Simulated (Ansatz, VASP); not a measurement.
## One calculation of Pd, two programs

POSCAR

```
Pd
1.0
    0.0000000000      2.6784289448      2.6784289448
    2.6784289448      0.0000000000      2.6784289448
    2.6784289448      2.6784289448      0.0000000000
Pd
2
Direct
   -0.2825000000     -0.0725000000     -0.0725000000
    0.2825000000      0.0725000000      0.0725000000
```

INCAR.step1

```
PREC     = Accurate       # precision mode
ENCUT    = 440            # plane-wave cutoff, eV
ISMEAR   = -1             # smearing method
SIGMA    = 0.05           # smearing width, eV
LREAL    = False          # projectors in reciprocal space
LASPH    = True           # aspherical terms in the spheres
NELM     = 120            # most SCF steps
NBANDS   = 17             # bands
GGA      = PE             # functional
ALGO     = Normal         # electronic algorithm
EDIFF    = 1E-5           # SCF threshold, eV
LWAVE    = True           # write WAVECAR
LCHARG   = False          # write CHGCAR
GGA_COMPAT= False
```

The input INCAR.step2:

```
PREC     = Accurate       # precision mode
ENCUT    = 440            # plane-wave cutoff, eV
EDIFF    = 1E-8           # SCF threshold, eV
ISMEAR   = -1             # smearing method
SIGMA    = 0.05           # smearing width, eV
LREAL    = False          # projectors in reciprocal space
LASPH    = True           # aspherical terms in the spheres
NELM     = 120            # most SCF steps
ALGO     = Normal         # electronic algorithm
ISIF     = 2              # what is computed and relaxed
LWAVE    = False          # write WAVECAR
LCHARG   = False          # write CHGCAR
METAGGA  = R2SCAN         # meta-GGA
LMIXTAU  = True         
LEFG     = True         
NBANDS   = 17             # bands
ISTART   = 1            
GGA_COMPAT= False
```

Contents of KPOINTS:

```
regular mesh
0
Gamma
  10 10 10
```

Input for Ansatz:

```yaml
crystal:
  lattice:
    - [0.0, 2.6784289448, 2.6784289448]
    - [2.6784289448, 0.0, 2.6784289448]
    - [2.6784289448, 2.6784289448, 0.0]
  atoms:
    - { symbol: Pd, position: [-0.2825, -0.0725, -0.0725] }
    - { symbol: Pd, position: [0.2825, 0.0725, 0.0725] }
kpoints:
  mp_grid: { grid: [10, 10, 10] }
scf:
  occupations: { method: fermi_dirac, width: 0.05 }
hamiltonian:
  xc: r2scan
  pseudopotentials: { kind: paw }
output:
  forces: true
  stress: true
  eigenvalues: true
  efg: { contact_densities: true }
  populations: true
  write_density: true
  write_potential: true
  elf: true
  volumetric_format: npy
```

Change from the starting cell: shortest bond scaled by 0.58, PAW files.

Alike in both runs: task electric field gradients; functional r2SCAN; k mesh 10 × 10 × 10; occupations fermi-dirac, width 0.05 eV; no spin polarisation.

|  | VASP | Ansatz |
| --- | --- | --- |
| version | VASP 6.6.1 | Ansatz 0.2.0 |
| potentials or method | VASP PAW PBE potentials, release 64 (Pd) | PAW with Ansatz's default frozen-core files, scalar-relativistic |
| plane-wave cutoff (eV) | 440 | 500 |
| valence electrons in the cell | 20 | 36 |

|  | VASP | Ansatz | Ansatz less VASP |
| --- | --- | --- | --- |
| pressure (GPa) | 28.8 | 434.7 | +405.90 |
| traceless stress, the component that is largest in VASP (GPa) | -40.41 | -440.12 | -399.718 |
| rms of the force components (eV/Å) | 13.094 | 136.280 | +123.1860 |
| size of Vzz on the site where it differs most (V/Å²) | 376.7 | 543.2 | +166.47 |

VASP's potentials were made for PBE, not for r2SCAN. Atom by atom the forces differ by 123.186 eV/Å (rms over components). The pressures are high and differ by over a tenth, so treat them with care. One of these differences is far larger than is usual between the two programs; its cause wasn't traced. VASP's potentials hold 20 valence electrons a cell and Ansatz's 36, so a difference there can come from the potentials and not from the codes.
